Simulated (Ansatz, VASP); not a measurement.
# One calculation of Si2C, two programs

File INCAR:

```
SYSTEM = Si2C
PREC = Accurate
ENCUT = 520
EDIFF = 1E-6
ISMEAR = 0
SIGMA = 0.1
LREAL = .FALSE.
LASPH = .TRUE.
NELM = 150
ALGO = Normal
ISIF = 2
LWAVE = .FALSE.
LCHARG = .FALSE.
ISPIN = 2
MAGMOM = 0 0 0 0 1 1
LORBIT = 11
GGA = PE
NBANDS = 25
```

Contents of KPOINTS:

```
regular mesh
0
G
  6 6 2
  0 0 0
```

The input POSCAR:

```
Si2C
1.0
    2.7395066700      0.0000000000      0.0000000000
   -1.3697533300      2.3724823700      0.0000000000
    0.0000000000      0.0000000000     13.2953734200
Si C
4 2
Direct
    0.3333333300      0.6666666700      0.8333333300
    0.3333333300      0.6666666700      0.1666666700
    0.3333333300      0.6666666700      0.5000000000
    0.6666666700      0.3333333300      0.0000000000
    0.6666666700      0.3333333300      0.3333333300
    0.6666666700      0.3333333300      0.6666666700
```

Input for Ansatz:

```yaml
crystal:
  lattice:
    - [2.73950667, 0.0, 0.0]
    - [-1.36975333, 2.37248237, 0.0]
    - [0.0, 0.0, 13.29537342]
  atoms:
    - { symbol: Si, position: [0.33333333, 0.66666667, 0.83333333] }
    - { symbol: Si, position: [0.33333333, 0.66666667, 0.16666667] }
    - { symbol: Si, position: [0.33333333, 0.66666667, 0.5] }
    - { symbol: Si, position: [0.66666667, 0.33333333, 0.0] }
    - { symbol: C, position: [0.66666667, 0.33333333, 0.33333333], spin: 1.0 }
    - { symbol: C, position: [0.66666667, 0.33333333, 0.66666667], spin: 1.0 }
basis:
  ecutwfc: 420
kpoints:
  mp_grid: { grid: [6, 6, 2] }
hamiltonian:
  xc: pbe
scf:
  occupations: { method: gaussian, width: 0.1 }
  lower_state_search: "off"
output:
  forces: true
  stress: true
  eigenvalues: true
  populations: true
magnetization:
  spin_polarized: true
```

Alike in both runs: task single point; functional PBE; k mesh 6 × 6 × 2; occupations gaussian, width 0.1 eV; collinear spin.

|  | VASP | Ansatz |
| --- | --- | --- |
| version | VASP 6.6.1 | Ansatz 0.2.0 |
| potentials or method | VASP PAW PBE potentials, release 64 (Si, C), cutoff 520 eV | scalar-relativistic, plane waves, PAW |
| valence electrons in the cell | 24 | 24 |

Ansatz gave:

| Quantity | Value |
| --- | --- |
| gap on the k mesh at the Fermi level (eV) | none |
| pressure (GPa) | -13.8 |
| traceless stress, the component that is largest in VASP (GPa) | -7.30 |
| rms of the force components (eV/Å) | 0.501 |
| net moment per atom (μB) | 0.00 |

Estimate VASP's values.

gap on the k mesh at the Fermi level (eV): none; pressure (GPa): -13.8; traceless stress, the component that is largest in VASP (GPa): -7.30; rms of the force components (eV/Å): 0.499; net moment per atom (μB): 0.00.

Atom by atom the forces differ by 0.001 eV/Å (rms over components). A gap of «none» marks a metal or a gap that the smearing closes. Ansatz's warnings: seeded moment not kept.

The k mesh is coarse, so the values compare programs but aren't converged.
